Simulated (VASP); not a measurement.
HfO2:

```
Hf O
1.0
    -2.91023    2.91023    4.26824
     2.91023   -2.91023    4.26824
     2.91023    2.91023   -4.26824
Hf O
2 4
Direct
  0.00000 0.00000 0.00000
  0.75000 0.25000 0.50000
  0.37500 0.21748 0.34248
  0.96748 0.62500 0.84248
  0.78252 0.12500 0.15752
  0.87500 0.03252 0.65752
```

- Program: VASP 6.6.1
- Task: relaxation of cell and atoms
- Functional: PBE
- Potentials or basis: VASP PAW PBE potentials, release 64 (Hf_pv, O)
- Cutoff: 600 eV
- k mesh: 6 × 6 × 6
- Occupations: gaussian, width 0.1 eV
- Spin: no spin polarisation

At the start: pressure 12.6 GPa; volume 24.10 Å³/atom.

Q: How do energy, volume and symmetry change on relaxing?

A: Over 29 steps the energy falls by 126.4 meV/atom and the volume is 30.22 Å³/atom (+25.4 %); space group I-42d (No. 122, to 0.05 Å).

Step by step:
```tsv
step	energy change (eV)	largest force (eV/Å)	pressure (GPa)	volume (Å³)
1	0.0000	1.0503	12.63	144.60
2	0.7672	1.6633	-11.89	188.11
3	-0.5766	0.2394	-0.36	160.18
4	-0.5780	0.1923	-0.08	159.50
5	-0.5777	0.1602	0.31	159.04
6	-0.5843	0.1554	0.36	159.58
7	-0.6020	0.1428	0.31	161.18
8	-0.6281	0.1307	0.06	164.39
9	-0.6393	0.1392	-0.78	170.83
10	-0.6420	0.1320	-0.41	168.41
11	-0.6491	0.0786	0.16	168.15
12	-0.6520	0.0179	1.22	167.66
13	-0.6525	0.0074	0.92	167.79
14	-0.6567	0.0067	0.91	168.23
15	-0.6689	0.0104	0.86	169.54
16	-0.6918	0.0218	0.64	172.17
17	-0.7276	0.0571	-0.13	177.47
18	-0.6981	0.0738	-2.86	188.16
19	-0.7380	0.0682	-0.58	179.97
20	-0.7400	0.0765	-0.98	181.68
21	-0.7468	0.0607	-0.82	182.04
22	-0.7540	0.0404	-0.66	182.66
23	-0.7492	0.0078	-0.87	183.84
24	-0.7553	0.0317	-0.67	183.00
25	-0.7585	0.0198	-0.30	181.48
26	-0.7563	0.0083	0.50	180.26
27	-0.7581	0.0156	0.19	181.02
28	-0.7583	0.0170	0.15	181.20
29	-0.7583	0.0183	0.08	181.34
```

Final structure:
```cif
data_structure
_symmetry_space_group_name_H-M 'P 1'
_symmetry_Int_Tables_number 1
_cell_length_a 6.3453
_cell_length_b 6.3453
_cell_length_c 6.3453
_cell_angle_alpha 119.746
_cell_angle_beta 119.746
_cell_angle_gamma 90.440
_cell_volume 181.34
loop_
_atom_site_label
_atom_site_type_symbol
_atom_site_fract_x
_atom_site_fract_y
_atom_site_fract_z
_atom_site_occupancy
Hf1 Hf 0.00000 0.00000 0.00000 1
Hf2 Hf 0.75000 0.25000 0.50000 1
O1 O 0.37500 0.14007 0.26507 1
O2 O 0.89007 0.62500 0.76507 1
O3 O 0.85993 0.12500 0.23493 1
O4 O 0.87500 0.10993 0.73493 1
```

Caveat: the volume moved by over 15 % at a fixed basis, so the end points are rough; the relaxation stopped at a loose force limit of 0.05 eV/Å, so its end isn't a converged minimum.
